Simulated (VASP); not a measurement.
Set up this calculation in VASP 6.6.1, as the native input.

* Task: single point
* Functional: LDA
* Potentials or basis: VASP PAW LDA potentials, release 64 (Mo_sv, S)
* Cutoff: 520 eV
* k mesh: 12 × 12 × 12
* Occupations: fermi-dirac, width 0.1 eV
* Spin: no spin polarisation
* Dipole correction: no
* Further INCAR settings: ALGO = Normal; EDIFF = 1e-06; NBANDS = 20

The structure of MoS2 lies in POSCAR:

```
MoS2
1.0
    1.5631445612      0.9024819332      5.9905924494
   -1.5631445612      0.9024819332      5.9905924494
    0.0000000000     -1.8049638664      5.9905924494
Mo S
1 2
Direct
    0.0000849214      0.0000849214      0.0000849214
    0.2471019552      0.2471019552      0.2471019552
    0.4198131233      0.4198131233      0.4198131233
```

One way to write it, as run:

INCAR

```
PREC = Accurate ; ENCUT = 520
EDIFF = 1E-6 ; ISMEAR = -1
SIGMA = 0.1 ; LREAL = F
LASPH = T ; NELM = 80
ALGO = Normal ; ISIF = 2
LWAVE = F ; LCHARG = F
NBANDS = 20
```

KPOINTS

```
regular mesh
0
Gamma
  12 12 12
```

Potentials or basis: VASP PAW LDA potentials, release 64 (Mo_sv, S).

Run with:

```sh
$ cat potpaw_LDA.64/Mo_sv/POTCAR potpaw_LDA.64/S/POTCAR > POTCAR
$ mpirun -np 1 vasp_std > vasp.out
```

It gave:

```json
{
  "Pressure": "0.1 GPa",
  "Largest force": "0.016 eV/Å",
  "Band gap on the k mesh": "0.75 eV (least direct gap 1.84 eV)"
}
```

Wall time 13 min on 1 thread of Oxide Virtual Turin-like Processor, with other jobs on the host, peak memory 0.34 GiB.
